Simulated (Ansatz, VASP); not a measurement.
# CO in VASP and in Ansatz

File INCAR:

```
SYSTEM = CO
ALGO = Normal ; EDIFF = 1E-6
ENCUT = 520 ; GGA = PE
ISIF = 2 ; ISMEAR = -1
LASPH = .True. ; LCHARG = .False.
LREAL = .False. ; LWAVE = .False.
NBANDS = 30 ; NELM = 80
PREC = Accurate ; SIGMA = 0.1
```

The input KPOINTS:

```
k-points
0
Gamma
  3 3 3
  0 0 0
```

Contents of POSCAR:

```
CO
1.0
    5.6300000000      0.0000000000      0.0000000000
    0.0000000000      5.6300000000      0.0000000000
    0.0000000000      0.0000000000      5.6300000000
C O
4 4
Direct
    0.9580000000      0.9580000000      0.9580000000
    0.5420000000      0.0420000000      0.4580000000
    0.4580000000      0.5420000000      0.0420000000
    0.0420000000      0.4580000000      0.5420000000
    0.0670000000      0.0670000000      0.0670000000
    0.4330000000      0.9330000000      0.5670000000
    0.5670000000      0.4330000000      0.9330000000
    0.9330000000      0.5670000000      0.4330000000
```

Input for Ansatz:

```yaml
crystal:
  lattice:
    - [5.63, 0.0, 0.0]
    - [0.0, 5.63, 0.0]
    - [0.0, 0.0, 5.63]
  atoms:
    - { symbol: C, position: [0.958, 0.958, 0.958] }
    - { symbol: C, position: [0.542, 0.042, 0.458] }
    - { symbol: C, position: [0.458, 0.542, 0.042] }
    - { symbol: C, position: [0.042, 0.458, 0.542] }
    - { symbol: O, position: [0.067, 0.067, 0.067] }
    - { symbol: O, position: [0.433, 0.933, 0.567] }
    - { symbol: O, position: [0.567, 0.433, 0.933] }
    - { symbol: O, position: [0.933, 0.567, 0.433] }
  symmetry: { tolerance: 0.0003 }
kpoints:
  mp_grid: { grid: [3, 3, 3], shift: [0, 0, 0] }
magnetization:
  spin_polarized: false
scf:
  occupations: { method: fermi_dirac }
hamiltonian:
  pseudopotentials: { kind: paw }
  xc: pbe
basis:
  ecutwfc: 420
output:
  forces: true
  stress: true
  eigenvalues: true
```

Alike in both runs: task single point; functional PBE; k mesh 3 × 3 × 3; no spin polarisation.

|  | VASP | Ansatz |
| --- | --- | --- |
| version | VASP 6.6.1 | Ansatz 0.2.0 |
| potentials or method | VASP PAW PBE potentials, release 64 (C, O), cutoff 520 eV | PAW plane waves |
| occupations | fermi-dirac, width 0.1 eV | fermi-dirac |
| valence electrons in the cell | 40 | 40 |

Ansatz gave:

```
gap on the k mesh at the Fermi level (eV) : 6.44
pressure (GPa)                            : 14.0
rms of the force components (eV/Å)        : 6.121
```

Task: Estimate VASP's values.

Result: gap on the k mesh at the Fermi level (eV): 6.45; pressure (GPa): 15.8; rms of the force components (eV/Å): 7.016.

Atom by atom the forces differ by 0.895 eV/Å (rms over components).

Noted on VASP's run: the standard files for N, O and F lose accuracy on very short bonds.
